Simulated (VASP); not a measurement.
# NaI in VASP: a series of runs, part 2 of 2

VASP 6.6.1. Earlier steps stand in the parts before.

## 3. Single point, r2SCAN (strain along [111] +0.4%)

POSCAR

```
NaI
1.0
    4.0453852017      0.0048486439      0.0048486439
    0.0048486439      4.0453852017      0.0048486439
    0.0048486439      0.0048486439      4.0453852017
Na I
1 1
Direct
    0.0000000000      0.0000000000      0.0000000000
    0.5000000000      0.5000000000      0.5000000000
```

INCAR.step1

```
SYSTEM = NaI
ALGO = Normal
EDIFF = 1E-4
ENCUT = 520
GGA = PE
ISMEAR = 0
LASPH = .True.
LCHARG = .False.
LREAL = .False.
LWAVE = .True.
NBANDS = 14
NELM = 60
PREC = Accurate
SIGMA = 0.01
```

INCAR.step2

```
SYSTEM = NaI
ALGO = Normal
EDIFF = 1E-6
ENCUT = 520
ISIF = 2
ISMEAR = 0
ISTART = 1
LASPH = .True.
LCHARG = .True.
LELF = .True.
LMIXTAU = .True.
LREAL = .False.
LVHAR = .True.
LWAVE = .False.
METAGGA = R2SCAN
NBANDS = 14
NELM = 60
PREC = Accurate
SIGMA = 0.01
```

KPOINTS

```
k-points
0
Gamma
  6 6 6
  0 0 0
```

Potentials or basis: VASP PAW PBE potentials, release 64 (Na_pv, I).

Command:

```
> cat potpaw_PBE.64/Na_pv/POTCAR potpaw_PBE.64/I/POTCAR > POTCAR
> cp INCAR.step1 INCAR
> mpirun -np 1 vasp_std > vasp.out
> cp INCAR.step2 INCAR
> mpirun -np 1 vasp_std > vasp.out
```

OUTCAR:

```text
SYSTEM = NaI
   EDIFF = 1E-6
   ENCUT = 520
   ISIF = 2
   ISMEAR = 0
   ISTART = 1
   LASPH = .True.
   LREAL = .False.
   METAGGA = R2SCAN
   NELM = 60
   PREC = Accurate

 ion  position               nearest neighbor table
   1  0.000  0.000  0.000-
   2  0.500  0.500  0.500-

  LATTYP: Found a trigonal (rhomboedric) cell.
 ALAT       =     4.0453910131
 COS(alpha) =     0.0023985531

  Lattice vectors:

 A1 = (   4.0453852017,   0.0048486439,   0.0048486439)
 A2 = (   0.0048486439,   4.0453852017,   0.0048486439)
 A3 = (   0.0048486439,   0.0048486439,   4.0453852017)

Analysis of symmetry for initial positions (statically):
=====================================================================
 Subroutine PRICEL returns:
 Original cell was already a primitive cell.

 Routine SETGRP: Setting up the symmetry group for a
 trigonal (rhombohedral) supercell.

 Subroutine GETGRP returns: Found 12 space group operations
 (whereof 12 operations were pure point group operations)
 out of a pool of 12 trial point group operations.

The static configuration has the point symmetry D_3d.

Analysis of symmetry for dynamics (positions and initial velocities):
[... 165 lines left out ...]

 k-point     1 :       0.0000    0.0000    0.0000
  band No.  band energies     occupation
      1     -22.9228      2.00000
      2     -22.9223      2.00000
      3     -22.9223      2.00000
      4     -10.5250      2.00000
      5       0.9699      2.00000
      6       0.9699      2.00000
      7       0.9822      2.00000
      8       4.7040      0.00000
      9       7.7610      0.00000
     10       7.7610      0.00000
     11      13.8151      0.00000
     12      13.8613      0.00000
     13      13.8613      0.00000
     14      14.0913      0.00000
[... 377 lines left out ...]
      1     -22.9287      2.00000
      2     -22.9266      2.00000
      3     -22.9229      2.00000
      4      -9.8868      2.00000
      5      -1.0588      2.00000
      6      -0.4304      2.00000
      7       0.8681      2.00000
      8       5.8628      0.00000
      9       8.2360      0.00000
     10       8.7683      0.00000
     11      10.6135      0.00000
     12      12.7137      0.00000
     13      12.7896      0.00000
     14      13.4068      0.00000

 [... further k-points ...]
[... 5 lines left out ...]
  --------------------------------------------------------------------------------------
  -------------------------------------------------------------------------------------
  Total       -0.0343310     -0.0343310     -0.0343310      0.0024280      0.0024280      0.0024280
  in kB       -0.8308439     -0.8308439     -0.8308439      0.0587590      0.0587590      0.0587590
  external PRESSURE =      -0.8308439 kB  Pullay stress =       0.0000000 kB

 VOLUME and BASIS-vectors are now :
 -----------------------------------------------------------------------------
  energy-cutoff  :      520.00
  volume of cell :       66.20
      direct lattice vectors                 reciprocal lattice vectors
     4.045385202  0.004848644  0.004848644     0.247195958 -0.000295925 -0.000295925
     0.004848644  4.045385202  0.004848644    -0.000295925  0.247195958 -0.000295925
     0.004848644  0.004848644  4.045385202    -0.000295925 -0.000295925  0.247195958

 POSITION                                       TOTAL-FORCE (eV/Angst)
 -----------------------------------------------------------------------------------
      0.00000      0.00000      0.00000         0.000000     -0.000000      0.000000
      2.02754      2.02754      2.02754        -0.000000      0.000000      0.000000
 -----------------------------------------------------------------------------------
    total drift:                                0.000000     -0.000000     -0.000000

  FREE ENERGIE OF THE ION-ELECTRON SYSTEM (eV)
  ---------------------------------------------------
  free  energy   TOTEN  =       -30.7300515364 eV

  energy  without entropy=      -30.7300515364  energy(sigma->0) =      -30.73005154
```

OSZICAR.step1:

```text
N       E                     dE             d eps       ncg     rms          rms(c)
DAV:   1     0.807644400389E+02    0.80764E+02   -0.66585E+03   896   0.914E+02
DAV:   2     0.147120394549E+01   -0.79293E+02   -0.72450E+02   934   0.212E+02
DAV:   3    -0.503570785522E+01   -0.65069E+01   -0.64435E+01  1178   0.592E+01
DAV:   4    -0.519851011441E+01   -0.16280E+00   -0.16276E+00  1078   0.948E+00
DAV:   5    -0.520295570541E+01   -0.44456E-02   -0.44455E-02  1230   0.162E+00    0.195E+00
DAV:   6    -0.509987069678E+01    0.10309E+00   -0.91878E-02  1068   0.180E+00    0.129E+00
DAV:   7    -0.507271958497E+01    0.27151E-01   -0.90024E-02  1098   0.158E+00    0.630E-01
DAV:   8    -0.507318842052E+01   -0.46884E-03   -0.61495E-03   944   0.633E-01    0.100E-01
DAV:   9    -0.507312945056E+01    0.58970E-04   -0.17413E-04  1136   0.132E-01
   1 F= -.50731295E+01 E0= -.50731295E+01  d E =-.651915E-22
```

It took 48 s on 1 thread of Intel Xeon Platinum 8488C (Sapphire Rapids), shared host; peak memory 0.18 GiB.

Results:

- Free energy: -30.7301 eV
- Pressure: -0.1 GPa
- Band gap on the k mesh: 3.06 eV, indirect (least direct gap 3.37 eV)

Levels at points of the mesh, in eV from the valence-band top:
| k point | band 5 | band 6 | band 7 | band 8 | band 9 | band 10 |
| --- | --- | --- | --- | --- | --- | --- |
| (0.00, 0.00, 0.00) | -0.67 | -0.67 | -0.66 | 3.06 | 6.12 | 6.12 |
| (0.50, 0.00, 0.00) | -3.28 | -0.34 | -0.33 | 5.32 | 7.15 | 7.68 |
| (0.50, 0.50, 0.00) | -2.63 | -2.63 | 0.00 | 3.37 | 7.68 | 9.01 |
| (0.50, 0.50, 0.50) | -2.15 | -2.14 | -2.14 | 4.66 | 4.68 | 4.68 |

Caveat: the cell differs from its parent crystal (strain along [111] +0.4%); the PAW data sets were made with another functional, which shifts forces and pressure a little; spin-orbit coupling is left out, which moves the levels of the heavy elements. A k mesh can miss the band edges.

## 4. Single point, HSE06 (strain along [111] +0.4%)

POSCAR is that of step 3.

INCAR.step1

```
PREC = Accurate ; ENCUT = 520
EDIFF = 1E-5 ; ISMEAR = 0
SIGMA = 0.01 ; LREAL = F
LASPH = T ; NELM = 60
ALGO = Normal ; ISIF = 2
LWAVE = T ; LCHARG = F
NBANDS = 14 ; GGA = PE
```

INCAR.step2

```
PREC = Accurate ; ENCUT = 520
EDIFF = 1E-7 ; ISMEAR = 0
SIGMA = 0.01 ; LREAL = F
LASPH = T ; NELM = 60
ALGO = Normal ; ISIF = 2
LWAVE = F ; LCHARG = F
GGA = PE ; LHFCALC = T
HFSCREEN = 0.2079 ; PRECFOCK = Normal
NBANDS = 14 ; ISTART = 1
```

KPOINTS

```
Automatic mesh
0
Gamma
  4 4 4
```

Command:

```
> cat potpaw_PBE.64/Na_pv/POTCAR potpaw_PBE.64/I/POTCAR > POTCAR
> cp INCAR.step1 INCAR
> mpirun -np 1 vasp_std > vasp.out
> cp INCAR.step2 INCAR
> mpirun -np 1 vasp_std > vasp.out
```

It took 4.2 min on 1 thread of Intel Xeon Platinum 8488C (Sapphire Rapids), shared host; peak memory 0.27 GiB.

It converged, with:

```
Free energy            : -5.9111 eV
Pressure               : 0.1 GPa
Band gap on the k mesh : 3.22 eV, indirect (least direct gap 3.69 eV)
```

Levels at points of the mesh, in eV from the valence-band top:
| k point | band 5 | band 6 | band 7 | band 8 | band 9 | band 10 |
| --- | --- | --- | --- | --- | --- | --- |
| (0.00, 0.00, 0.00) | -0.70 | -0.70 | -0.69 | 3.22 | 6.53 | 6.53 |
| (0.50, 0.00, 0.00) | -3.48 | -0.35 | -0.34 | 5.59 | 7.41 | 8.06 |
| (0.50, 0.50, 0.00) | -2.78 | -2.78 | 0.00 | 3.69 | 8.03 | 9.36 |
| (0.50, 0.50, 0.50) | -2.26 | -2.25 | -2.25 | 5.07 | 5.09 | 5.09 |

Caveat: the cell differs from its parent crystal (strain along [111] +0.4%); the PAW data sets were made with another functional, which shifts forces and pressure a little; spin-orbit coupling is left out, which moves the levels of the heavy elements. A k mesh can miss the band edges.

## 5. Single point, HSE06 (uniaxial z strain +1.7%)

POSCAR

```
NaI
1.0
    4.0405365579      0.0000000000      0.0000000000
    0.0000000000      4.0405365579      0.0000000000
    0.0000000000      0.0000000000      4.1072054111
Na I
1 1
Direct
    0.0000000000      0.0000000000      0.0000000000
    0.5000000000      0.5000000000      0.5000000000
```

INCAR.step1

```
  PREC = Accurate
  ENCUT = 520
  EDIFF = 1E-5
  ISMEAR = 0
  SIGMA = 0.01
  LREAL = F
  LASPH = T
  NELM = 60
  ALGO = Normal
  ISIF = 2
  LWAVE = T
  LCHARG = F
  NBANDS = 14
  GGA = PE
```

INCAR.step2

```
  PREC = Accurate
  ENCUT = 520
  EDIFF = 1E-6
  ISMEAR = 0
  SIGMA = 0.01
  LREAL = F
  LASPH = T
  NELM = 60
  ALGO = Normal
  ISIF = 2
  LWAVE = F
  LCHARG = F
  GGA = PE
  LHFCALC = T
  HFSCREEN = 0.2079
  PRECFOCK = Normal
  NBANDS = 14
  ISTART = 1
```

KPOINTS

```
regular mesh
0
Gamma
  4 4 4
```

Command:

```
> cat potpaw_PBE.64/Na_pv/POTCAR potpaw_PBE.64/I/POTCAR > POTCAR
> cp INCAR.step1 INCAR
> mpirun -np 1 vasp_std > vasp.out
> cp INCAR.step2 INCAR
> mpirun -np 1 vasp_std > vasp.out
```

Wall time 5 min (1 thread of Intel Xeon Platinum 8488C (Sapphire Rapids), shared host); peak memory 0.29 GiB.

Results (log left out):

- Free energy: -5.9094 eV
- Pressure: -0.1 GPa
- Band gap on the k mesh: 3.16 eV, indirect (least direct gap 3.65 eV)

Stress tensor (GPa, compression positive):
```
 0.18  0.00  0.00
 0.00  0.18  0.00
 0.00  0.00 -0.63
```

Levels at points of the mesh, in eV from the valence-band top:
```
           k point  band 5  band 6  band 7  band 8  band 9  band 10
(0.00, 0.00, 0.00)   -0.82   -0.67   -0.67    3.16    6.47     6.57
(0.50, 0.00, 0.00)   -3.45   -0.46   -0.31    5.51    7.31     8.05
(0.50, 0.50, 0.00)   -2.75   -2.75   -0.10    3.72    7.90     9.21
(0.00, 0.00, 0.50)   -3.44   -0.35   -0.35    5.57    7.30     8.05
(0.50, 0.00, 0.50)   -2.80   -2.73    0.00    3.65    8.02     9.28
(0.50, 0.50, 0.50)   -2.27   -2.27   -2.20    5.07    5.07     5.07
```

Caveat: the cell differs from its parent crystal (uniaxial z strain +1.7%); the PAW data sets were made with another functional, which shifts forces and pressure a little; spin-orbit coupling is left out, which moves the levels of the heavy elements. A k mesh can miss the band edges.

## 6. Summary

```csv
level,cell,k mesh,smearing,grid for exact exchange (PRECFOCK),screening parameter,gap on the mesh (eV),pressure (GPa)
PBE,"a = 4.045 Å, angles 89.9°, 2 atoms",6 × 6 × 6,fermi-dirac 0.02 eV,-,-,2.29,0.2
r2SCAN,"a = 4.045 Å, angles 89.9°, 2 atoms",6 × 6 × 6,gaussian 0.01 eV,-,-,3.06,-0.1
HSE06,"a = 4.045 Å, angles 89.9°, 2 atoms",4 × 4 × 4,gaussian 0.01 eV,Normal,0.2079 1/Å,3.22,0.1
HSE06,"a = 4.041, b = 4.041, c = 4.107 Å, 2 atoms",4 × 4 × 4,gaussian 0.01 eV,Normal,0.2079 1/Å,3.16,-0.1
```

Alike in all rows: task single point; potentials or basis VASP PAW PBE potentials, release 64 (Na_pv, I); no spin polarisation; cutoff (eV) 520.

Caveats: spin-orbit coupling is left out, which moves the levels of the heavy elements; the PAW data sets were made with another functional, which shifts forces and pressure a little (some runs).

Absolute energies hang on the potentials; compare differences alone.
